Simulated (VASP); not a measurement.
A run of VASP 6.6.1:

INCAR

```
SYSTEM = BiTe
  PREC = Accurate
  ENCUT = 520
  EDIFF = 1E-6
  ISMEAR = 0
  SIGMA = 0.15
  LREAL = .FALSE.
  LASPH = .TRUE.
  NELM = 60
  ALGO = Normal
  ISIF = 2
  LWAVE = .FALSE.
  LCHARG = .FALSE.
  GGA = PE
  NBANDS = 18
```

File KPOINTS:

```
regular mesh
0
G
  14 14 14
  0 0 0
```

POSCAR

```
BiTe
1.0
    0.0000000000      3.3320500000      3.3320500000
    3.3320500000      0.0000000000      3.3320500000
    3.3320500000      3.3320500000      0.0000000000
Bi Te
1 1
Direct
    0.0000000000      0.0000000000      0.0000000000
    0.5000000000      0.5000000000      0.5000000000
```

Potentials or basis: VASP PAW PBE potentials, release 64 (Bi_d, Te).

Run with:

```bash
$ cat potpaw_PBE.64/Bi_d/POTCAR potpaw_PBE.64/Te/POTCAR > POTCAR
$ mpirun -np 1 vasp_std > vasp.out
```

Hardware: 1 thread of Intel Xeon 6975P-C, on a shared host.

Question: How long does it take, and how much memory?

Answer: Run time: 100 s on 1 thread of Intel Xeon 6975P-C (shared host), peak memory 0.29 GiB. Counts: scf iterations 13, k points 104.
